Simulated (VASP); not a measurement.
# GaO (P6_3/mmc) in VASP: a series of runs

Runs on GaO. Level: PBE. Tasks: relaxation of cell and atoms, single point.

Everything below comes from runs of VASP 6.6.1. Logs are shortened: lines on timing, memory, paths and dates and some standing lists are left out, and cuts for length are marked.

## (1) The cell of the first run

It takes space group P6_3/mmc (No. 194, hexagonal). Conventional cell: a = 3.433 Å, b = 3.433 Å, c = 6.781 Å, α = 90.00°, β = 90.00°, γ = 120.00°. Within 2.6 Å of Ga (site symmetry -6m2) lie 3 O at 1.98 Å. Within 2.6 Å of O (site symmetry -6m2) lie 3 Ga at 1.98 Å.

## (2) Relaxation of cell and atoms, PBE

Contents of INCAR:

```
PREC     = Accurate       # precision mode
ENCUT    = 600            # plane-wave cutoff, eV
EDIFF    = 1E-6           # SCF threshold, eV
ISMEAR   = 0              # smearing method
SIGMA    = 0.1            # smearing width, eV
LREAL    = F              # projectors in reciprocal space
LASPH    = T              # aspherical terms in the spheres
NELM     = 80             # most SCF steps
ALGO     = Normal         # electronic algorithm
ISIF     = 3              # what is computed and relaxed
LWAVE    = F              # write WAVECAR
LCHARG   = F              # write CHGCAR
GGA      = PE             # functional
IBRION   = 2              # ionic algorithm
NSW      = 90             # ionic steps
EDIFFG   = -0.04          # ionic threshold
```

Contents of KPOINTS:

```
regular mesh
0
Gamma
  6 6 4
```

Contents of POSCAR:

```
GaO
1.0
    3.4327038954      0.0000000000      0.0000000000
   -1.7163519477      2.9728087770      0.0000000000
    0.0000000000      0.0000000000      6.7806802984
Ga O
2 2
Direct
    0.3333333333      0.6666666667      0.2500000000
    0.6666666667      0.3333333333      0.7500000000
    0.3333333333      0.6666666667      0.7500000000
    0.6666666667      0.3333333333      0.2500000000
```

Potentials or basis: VASP PAW PBE potentials, release 64 (Ga_d, O).

Command:

```
cat potpaw_PBE.64/Ga_d/POTCAR potpaw_PBE.64/O/POTCAR > POTCAR
mpirun -np 1 vasp_std > vasp.out
```

OUTCAR:

```text
PREC = Accurate
   ENCUT = 600
   EDIFF = 1E-6
   ISMEAR = 0
   LREAL = F
   LASPH = T
   NELM = 80
   ISIF = 3
   GGA = PE
   IBRION = 2
   NSW = 90
   EDIFFG = -0.04

 ion  position               nearest neighbor table
   1  0.333  0.667  0.250-   4 1.98   4 1.98   4 1.98
   2  0.667  0.333  0.750-   3 1.98   3 1.98   3 1.98
   3  0.333  0.667  0.750-   2 1.98   2 1.98   2 1.98
   4  0.667  0.333  0.250-   1 1.98   1 1.98   1 1.98

  LATTYP: Found a hexagonal cell.
 ALAT       =     3.4327038954
 C/A-ratio  =     1.9753175645

  Lattice vectors:

 A1 = (   3.4327038954,   0.0000000000,   0.0000000000)
 A2 = (  -1.7163519477,   2.9728087770,   0.0000000000)
 A3 = (   0.0000000000,   0.0000000000,   6.7806802984)

Analysis of symmetry for initial positions (statically):
=====================================================================
 Subroutine PRICEL returns:
 Original cell was already a primitive cell.

 Routine SETGRP: Setting up the symmetry group for a
 hexagonal supercell.

 Subroutine GETGRP returns: Found 24 space group operations
 (whereof 12 operations were pure point group operations)
 out of a pool of 24 trial point group operations.

The static configuration has the point symmetry D_3d.
 The point group associated with its full space group is D_6h.

Analysis of symmetry for dynamics (positions and initial velocities):
=====================================================================
 Subroutine PRICEL returns:
 Original cell was already a primitive cell.

 Routine SETGRP: Setting up the symmetry group for a
 hexagonal supercell.

 Subroutine GETGRP returns: Found 24 space group operations
 (whereof 12 operations were pure point group operations)
 out of a pool of 24 trial point group operations.

The dynamic configuration has the point symmetry D_3d.
 The point group associated with its full space group is D_6h.

 Subroutine INISYM returns: Found 24 space group operations
 (whereof 12 operations are pure point group operations),
 and found     1 'primitive' translations

----------------------------------------------------------------------------------------

                                     Primitive cell

  volume of cell :      69.1953

  direct lattice vectors                    reciprocal lattice vectors
     3.432703895  0.000000000  0.000000000     0.291315543  0.168191107  0.000000000
    -1.716351948  2.972808777  0.000000000     0.000000000  0.336382215  0.000000000
     0.000000000  0.000000000  6.780680298     0.000000000  0.000000000  0.147477828

  length of vectors
     3.432703895  3.432703895  6.780680298     0.336382215  0.336382215  0.147477828

  position of ions in fractional coordinates (direct lattice)
     0.333333333  0.666666667  0.250000000
     0.666666667  0.333333333  0.750000000
     0.333333333  0.666666667  0.750000000
     0.666666667  0.333333333  0.250000000

  ion indices of the primitive-cell ions
   primitive index   ion index
                 1           1
                 2           2
                 3           3
                 4           4

----------------------------------------------------------------------------------------

 KPOINTS: regular mesh

Automatic generation of k-mesh.
 Grid dimensions read from file:
 generate k-points for:    6    6    4

 Generating k-lattice:

  Cartesian coordinates                     Fractional coordinates (reciprocal lattice)
     0.048552591  0.028031851  0.000000000     0.166666667 -0.000000000  0.000000000
     0.000000000  0.056063702  0.000000000     0.000000000  0.166666667  0.000000000
     0.000000000  0.000000000  0.036869457     0.000000000  0.000000000  0.250000000

  Length of vectors
     0.056063702  0.056063702  0.036869457

  Shift w.r.t. Gamma in fractional coordinates (k-lattice)
     0.000000000  0.000000000  0.000000000

 Subroutine IBZKPT returns following result:
 ===========================================

 Found     21 irreducible k-points:

 Following reciprocal coordinates:
            Coordinates               Weight
  0.000000  0.000000  0.000000      1.000000
  0.166667  0.000000  0.000000      6.000000
  0.333333 -0.000000  0.000000      6.000000
  0.500000 -0.000000  0.000000      3.000000
  0.166667  0.166667  0.000000      6.000000
  0.333333  0.166667  0.000000     12.000000
[... 13 lines left out ...]
  0.333333  0.166667  0.500000     12.000000
  0.333333  0.333333  0.500000      2.000000
   k-points           NKPTS =     21   k-points in BZ     NKDIM =     21   number of bands    NBANDS=     23
   number of dos      NEDOS =    301   number of ions     NIONS =      4
   total plane-waves  NPLWV =  42336
   dimension x,y,z NGX =    28 NGY =   28 NGZ =   54
   dimension x,y,z NGXF=    56 NGYF=   56 NGZF=  108
   ions per type =               2   2
   NGX,Y,Z   is equivalent  to a cutoff of  13.56, 13.56, 13.24 a.u.
   NGXF,Y,Z  is equivalent  to a cutoff of  27.12, 27.12, 26.48 a.u.
 SYSTEM =  unknown system
   PREC   = accura    normal or accurate (medium, high low for compatibility)
   ISTART =      0    job   : 0-new  1-cont  2-samecut
   ICHARG =      2    charge: 1-file 2-atom 10-const
   ISPIN  =      1    spin polarized calculation?
   LNONCOLLINEAR =      F non collinear calculations
   LSORBIT =      F    spin-orbit coupling
   LASPH  =      T    aspherical Exc in radial PAW
   ENCUT  =  600.0 eV  44.10 Ry    6.64 a.u.   6.86  6.86 13.54*2*pi/ulx,y,z
   NELM   =     80;   NELMIN=  2; NELMDL= -5     # of ELM steps
   EDIFF  = 0.1E-05   stopping-criterion for ELM
   LREAL  =      F    real-space projection
   EDIFFG = -.4E-01   stopping-criterion for IOM
   NSW    =     90    number of steps for IOM
   IBRION =      2    ionic relax: 0-MD 1-quasi-New 2-CG
   NFREE  =      1    steps in history (QN), initial steepest desc. (CG)
   ISIF   =      3    stress and relaxation
   ISYM   =      2    0-nonsym 1-usesym 2-fastsym
   POTIM  = 0.5000    time-step for ionic-motion
   TEBEG  =    0.0;   TEEND  =   0.0 temperature during run
   PSTRESS=    0.0 pullay stress
   NELECT =      38.0000    total number of electrons
   NUPDOWN=      -1.0000    fix difference up-down
   EMIN   =  10.00;   EMAX   =-10.00  energy-range for DOS
   EFERMI =   0.00;   METHOD = LEGACY
   ISMEAR =     0;   SIGMA  =   0.10  broadening in eV -4-tet -1-fermi 0-gaus
   EFERMI_NEDOS =   21; number of points for ismear=-14 and -15
   IALGO  =     38    algorithm
   IMIX   =      4    mixing-type and parameters
     AMIX     =   0.40;   BMIX     =  1.00
     AMIX_MAG =   1.60;   BMIX_MAG =  1.00
  volume/ion in A,a.u.               =      17.30       116.74
  Fermi-wavevector in a.u.,A,eV,Ry     =   1.340635  2.533432 24.453775  1.797302
  Thomas-Fermi vector in A             =   2.468932
   LORBIT       =      0    0 simple, 1 ext, 2 COOP (PROOUT), +10 PAW based schemes
   GGA     = PE    functional components
   LHFCALC =     F    Hartree Fock is set to
   AEXX    =    0.0000 exact exchange contribution
   IVDW    =     0    specifies the selected vdW correction
   LEPSILON=     F    determine dielectric tensor
   LRPA    =     F    only Hartree local field effects (RPA)
 conjugate gradient relaxation of ions
 non-spin polarized calculation
 Gauss-broadening in eV      SIGMA  =   0.10
  energy-cutoff  :      600.00
  volume of cell :       69.20
 maximum number of plane-waves:      2326
 NGX is ok and might be reduce to    28
   NGX = 13   NGY = 13   NGZ = 27

--------------------------------------- Ionic step        1  -------------------------------------------

 number of electron      38.0000004 magnetization

 Free energy of the ion-electron system (eV)
  ---------------------------------------------------
  ext. energy  EPLUGINS =         0.00000000
  ---------------------------------------------------
  free energy    TOTEN  =       -19.42005693 eV

  energy without entropy =      -19.41096530  energy(sigma->0) =      -19.41551112

------------------------ aborting loop because EDIFF is reached ----------------------------------------

  FORCE on cell =-STRESS in cart. coord.  units (eV):
  Direction    XX          YY          ZZ          XY          YZ          ZX
  --------------------------------------------------------------------------------------
  -------------------------------------------------------------------------------------
  Total        0.3644548      0.3644548     -0.0024695      0.0000000      0.0000000      0.0000000
  in kB        8.4387419      8.4387419     -0.0571805      0.0000000      0.0000000      0.0000000
  external PRESSURE =       5.6067677 kB  Pullay stress =       0.0000000 kB

 VOLUME and BASIS-vectors are now :
 -----------------------------------------------------------------------------
  energy-cutoff  :      600.00
  volume of cell :       69.20
      direct lattice vectors                 reciprocal lattice vectors
     3.432703895  0.000000000  0.000000000     0.291315543  0.168191107  0.000000000
    -1.716351948  2.972808777  0.000000000     0.000000000  0.336382215  0.000000000
     0.000000000  0.000000000  6.780680298     0.000000000  0.000000000  0.147477828

 POSITION                                       TOTAL-FORCE (eV/Angst)
 -----------------------------------------------------------------------------------
     -0.00000      1.98187      1.69517         0.000000      0.000000     -0.000000
      1.71635      0.99094      5.08551        -0.000000      0.000000      0.000000
     -0.00000      1.98187      5.08551         0.000000      0.000000     -0.000000
      1.71635      0.99094      1.69517        -0.000000     -0.000000     -0.000000
 -----------------------------------------------------------------------------------
    total drift:                               -0.000000      0.000000      0.000000

  FREE ENERGIE OF THE ION-ELECTRON SYSTEM (eV)
  ---------------------------------------------------
  free  energy   TOTEN  =       -19.4200569336 eV

  energy  without entropy=      -19.4109653005  energy(sigma->0) =      -19.41551112

--------------------------------------- Ionic step        2  -------------------------------------------

 number of electron      38.0000001 magnetization

 Free energy of the ion-electron system (eV)
  ---------------------------------------------------
  ext. energy  EPLUGINS =         0.00000000
  ---------------------------------------------------
  free energy    TOTEN  =       -19.42093299 eV

  energy without entropy =      -19.41189096  energy(sigma->0) =      -19.41641198

 E-fermi :   3.9743     XC(G=0):  -9.3851

 val. band max:        3.8688446617   @ k =   0.1667   0.1667   0.2500
 cond. band min:       3.9805319287   @ k =   0.3333  -0.0000   0.2500
 fundamental gap:      0.1116872669
 Fermi energy:         3.9743243128

 k-point     1 :       0.0000    0.0000    0.0000
  band No.  band energies     occupation
      1     -16.6217      2.00000
      2     -16.5124      2.00000
      3     -12.0305      2.00000
      4     -12.0305      2.00000
      5     -12.0297      2.00000
      6     -12.0297      2.00000
[... 15 lines left out ...]
     22       9.4049      0.00000
     23      10.6004      0.00000
[... 497 lines left out ...]
      1     -16.1476      2.00000
      2     -16.1476      2.00000
      3     -12.0290      2.00000
      4     -12.0290      2.00000
      5     -11.9588      2.00000
      6     -11.9588      2.00000
[... 15 lines left out ...]
     22       5.6721      0.00000
     23       7.8893      0.00000

------------------------ aborting loop because EDIFF is reached ----------------------------------------

  FORCE on cell =-STRESS in cart. coord.  units (eV):
  Direction    XX          YY          ZZ          XY          YZ          ZX
  --------------------------------------------------------------------------------------
  -------------------------------------------------------------------------------------
  Total       -0.1569540     -0.1569540     -0.0575055      0.0000000      0.0000000      0.0000000
  in kB       -3.6025477     -3.6025477     -1.3199177      0.0000000      0.0000000      0.0000000
  external PRESSURE =      -2.8416710 kB  Pullay stress =       0.0000000 kB

 VOLUME and BASIS-vectors are now :
 -----------------------------------------------------------------------------
  energy-cutoff  :      600.00
  volume of cell :       69.80
      direct lattice vectors                 reciprocal lattice vectors
     3.447792575  0.000000000  0.000000000     0.290040650  0.167455047  0.000000000
    -1.723896288  2.985875957 -0.000000000    -0.000000000  0.334910095  0.000000000
     0.000000000  0.000000000  6.780478342    -0.000000000  0.000000000  0.147482220

 POSITION                                       TOTAL-FORCE (eV/Angst)
 -----------------------------------------------------------------------------------
     -0.00000      1.99058      1.69512         0.000000     -0.000000     -0.000000
      1.72390      0.99529      5.08536        -0.000000      0.000000     -0.000000
     -0.00000      1.99058      5.08536        -0.000000      0.000000      0.000000
      1.72390      0.99529      1.69512         0.000000      0.000000     -0.000000
 -----------------------------------------------------------------------------------
    total drift:                               -0.000000      0.000000      0.000000

  FREE ENERGIE OF THE ION-ELECTRON SYSTEM (eV)
  ---------------------------------------------------
  free  energy   TOTEN  =       -19.4209329937 eV

  energy  without entropy=      -19.4118909595  energy(sigma->0) =      -19.41641198

 reached required accuracy - stopping structural energy minimisation
```

Wall time 43 s (1 thread of Intel Xeon Platinum 8488C (Sapphire Rapids), shared host); peak memory 0.21 GiB.

Results:

```yaml
Free_energy: -19.4209 eV
Relaxed_volume: 17.45 Å³/atom
Relaxed_cell: a = 3.448 Å, b = 3.448 Å, c = 6.780 Å, α = 90.00°, β = 90.00°, γ = 120.00°
Space_group_after_relaxing_to_0.05_Å: P6_3/mmc (No. 194)
Energy_gained_by_relaxing: 0.2 meV/atom
Ionic_steps: 2
Pressure_after_relaxing: -0.3 GPa
Band_gap_on_the_k_mesh: zero (band 19 reaches 5.57 eV, above the bottom of band 20 at 0.78 eV)
```

Stress tensor (GPa, compression positive):
```
-0.36  0.00  0.00
 0.00 -0.36  0.00
 0.00  0.00 -0.13
```

Step by step:
```csv
step,energy change (eV),largest force (eV/Å),pressure (GPa),volume (Å³)
1,0.0000,0.0000,0.56,69.20
2,-0.0009,0.0000,-0.28,69.80
```

Final structure:
```
Ga O
1.0
     3.44779    0.00000    0.00000
    -1.72390    2.98588    0.00000
     0.00000    0.00000    6.78048
Ga O
2 2
Direct
  0.33333 0.66667 0.25000
  0.66667 0.33333 0.75000
  0.33333 0.66667 0.75000
  0.66667 0.33333 0.25000
```

## (3) Single point, PBE, collinear spin, ferromagnetic start

Contents of INCAR:

```
ALGO = Normal
EDIFF = 1E-7
ENCUT = 520
GGA = PE
ISIF = 2
ISMEAR = 0
ISPIN = 2
LASPH = T
LCHARG = F
LORBIT = 11
LREAL = F
LWAVE = F
MAGMOM = 0 0 1 1
NBANDS = 31
NELM = 150
PREC = Accurate
SIGMA = 0.1
```

Contents of KPOINTS:

```
k-points
0
Gamma
  6 6 4
```

POSCAR is that of step 2.

Potentials or basis: VASP PAW PBE potentials, release 64 (Ga_d, O).

Command:

```
cat potpaw_PBE.64/Ga_d/POTCAR potpaw_PBE.64/O/POTCAR > POTCAR
mpirun -np 1 vasp_std > vasp.out
```

OUTCAR:

```text
EDIFF = 1E-7
   ENCUT = 520
   GGA = PE
   ISIF = 2
   ISMEAR = 0
   ISPIN = 2
   LASPH = T
   LORBIT = 11
   LREAL = F
   NELM = 150
   PREC = Accurate

 ion  position               nearest neighbor table
   1  0.333  0.667  0.250-   4 1.98   4 1.98   4 1.98
   2  0.667  0.333  0.750-   3 1.98   3 1.98   3 1.98
   3  0.333  0.667  0.750-   2 1.98   2 1.98   2 1.98
   4  0.667  0.333  0.250-   1 1.98   1 1.98   1 1.98

  LATTYP: Found a hexagonal cell.
[... 1655 lines left out ...]
  energy-cutoff  :      520.00
  volume of cell :       69.20
      direct lattice vectors                 reciprocal lattice vectors
     3.432703895  0.000000000  0.000000000     0.291315543  0.168191107  0.000000000
    -1.716351948  2.972808777  0.000000000     0.000000000  0.336382215  0.000000000
     0.000000000  0.000000000  6.780680298     0.000000000  0.000000000  0.147477828

 POSITION                                       TOTAL-FORCE (eV/Angst)
 -----------------------------------------------------------------------------------
     -0.00000      1.98187      1.69517         0.000000     -0.000000      0.000000
      1.71635      0.99094      5.08551        -0.000000      0.000000     -0.000000
     -0.00000      1.98187      5.08551        -0.000000      0.000000      0.000000
      1.71635      0.99094      1.69517         0.000000     -0.000000      0.000000
 -----------------------------------------------------------------------------------
    total drift:                               -0.000000      0.000000      0.000000

  FREE ENERGIE OF THE ION-ELECTRON SYSTEM (eV)
  ---------------------------------------------------
  free  energy   TOTEN  =       -19.4159982175 eV

  energy  without entropy=      -19.4069000482  energy(sigma->0) =      -19.41144913

 total charge

# of ion       s       p       d       tot
------------------------------------------
    1        0.915   0.515  10.065  11.495
    2        0.915   0.515  10.065  11.495
    3        1.611   3.351   0.000   4.962
    4        1.611   3.351   0.000   4.962
--------------------------------------------------
tot          5.050   7.733  20.129  32.913

 magnetization (x)

# of ion       s       p       d       tot
------------------------------------------
    1       -0.000  -0.000  -0.000  -0.000
    2       -0.000  -0.000  -0.000  -0.000
    3       -0.000  -0.000   0.000  -0.000
    4       -0.000  -0.000   0.000  -0.000
--------------------------------------------------
tot         -0.000  -0.000  -0.000  -0.000
```

Wall time 67 s (1 thread of Intel Xeon Platinum 8488C (Sapphire Rapids), shared host); peak memory 0.25 GiB.

Results:

| Item | Value |
| --- | --- |
| Free energy | -19.4160 eV |
| Pressure | 0.7 GPa |
| Band gap on the k mesh | zero (filled and empty bands overlap) |
| Net moment | 0.00 μB per cell |
| Valence electrons inside the program's atomic spheres | Ga 11.49; O 4.96 |

(Continued in part 2 of 2.)
